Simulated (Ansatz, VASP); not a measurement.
SnPdS4: VASP beside Ansatz

Contents of INCAR:

```
PREC     = Accurate       # precision mode
ENCUT    = 500            # plane-wave cutoff, eV
EDIFF    = 1E-6           # SCF threshold, eV
ISMEAR   = 0              # smearing method
SIGMA    = 0.1            # smearing width, eV
LREAL    = F              # projectors in reciprocal space
LASPH    = T              # aspherical terms in the spheres
NELM     = 120            # most SCF steps
ALGO     = Normal         # electronic algorithm
ISIF     = 2              # what is computed and relaxed
LWAVE    = F              # write WAVECAR
LCHARG   = F              # write CHGCAR
GGA      = PE             # functional
NBANDS   = 33             # bands
GGA_COMPAT= F
```

File KPOINTS:

```
Automatic mesh
0
Gamma
  4 4 4
```

The input POSCAR:

```
SnPdS4
1.0
    4.5046874100     -4.5062730600      0.0000000000
    4.5046874100      4.5062730600      0.0000000000
    0.0000000000      0.0000000000      3.9951987000
Sn Pd S
1 1 4
Direct
    0.0000000000      0.0000000000      0.0000000000
    0.5000000000      0.5000000000      0.5000000000
    0.2073010100      0.2073010100      0.5000000000
    0.6922420100      0.3077579900      0.0000000000
    0.3077579900      0.6922420100      0.0000000000
    0.7926989900      0.7926989900      0.5000000000
```

Input for Ansatz:

```yaml
crystal:
  lattice:
    - [4.50468741, -4.50627306, 0.0]
    - [4.50468741, 4.50627306, 0.0]
    - [0.0, 0.0, 3.9951987]
  atoms:
    - { symbol: Sn, position: [0.0, 0.0, 0.0] }
    - { symbol: Pd, position: [0.5, 0.5, 0.5] }
    - { symbol: S, position: [0.20730101, 0.20730101, 0.5] }
    - { symbol: S, position: [0.69224201, 0.30775799, 0.0] }
    - { symbol: S, position: [0.30775799, 0.69224201, 0.0] }
    - { symbol: S, position: [0.79269899, 0.79269899, 0.5] }
basis:
  ecutwfc: 420
kpoints:
  mp_grid: { grid: [4, 4, 4] }
hamiltonian:
  xc: pbe
scf:
  occupations: { method: gaussian, width: 0.1 }
  lower_state_search: "off"
output:
  forces: true
  stress: true
  eigenvalues: true
```

Change from the starting cell: species swapped into the SrCaI4 type (Cmmm, No. 65).

Alike in both runs: task single point; functional PBE; k mesh 4 × 4 × 4; occupations gaussian, width 0.1 eV; no spin polarisation.

```csv
,VASP,Ansatz
version,VASP 6.6.1,Ansatz 0.2.0
potentials or method,"VASP PAW PBE potentials, release 64 (Sn_d, Pd, S), cutoff 500 eV","scalar-relativistic, plane waves, PAW"
valence electrons in the cell,48,56
```

|  | VASP | Ansatz | Ansatz less VASP |
| --- | --- | --- | --- |
| gap on the k mesh at the Fermi level (eV) | none | none | - |
| pressure (GPa) | -10.1 | -10.1 | +0.06 |
| traceless stress, the component that is largest in VASP (GPa) | 0.55 | 0.55 | -0.001 |
| rms of the force components (eV/Å) | 0.409 | 0.408 | -0.0011 |

Atom by atom the forces differ by 0.001 eV/Å (rms over components). A gap of «none» marks a metal or a gap that the smearing closes. The functional is the same, so the differences come from potentials, cutoffs and numerics. VASP's potentials hold 48 valence electrons a cell and Ansatz's 56, so a difference there can come from the potentials and not from the codes.

The k mesh is coarse, so the values compare programs but aren't converged.
